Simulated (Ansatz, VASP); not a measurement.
**Zn2C in VASP and in Ansatz**

```
CELL_PARAMETERS angstrom
0.00000 2.63183 2.57795
2.63183 0.00000 2.57795
2.63183 2.63183 0.00000
ATOMIC_POSITIONS crystal
C 0.00000 0.00000 0.00000
Zn 0.25000 0.25000 0.25000
Zn 0.75000 0.75000 0.75000
```

Change from the starting cell: biaxial_xy strain +2.1%.

Alike in both runs: task single point; functional PBE; k mesh 8 × 8 × 8; occupations fermi-dirac, width 0.02 eV; no spin polarisation.

```csv
,VASP,Ansatz
version,VASP 6.6.1,Ansatz 0.2.0
potentials or method,"VASP PAW PBE potentials, release 64 (C, Zn)","plane waves, PAW"
plane-wave cutoff (eV),520,420
valence electrons in the cell,28,28
```

VASP gave:

```
pressure (GPa)                                                : -0.8
traceless stress, the component that is largest in VASP (GPa) : 3.05
```

Which values does Ansatz return?

Pressure (GPa): -1.4; traceless stress, the component that is largest in VASP (GPa): 3.04.
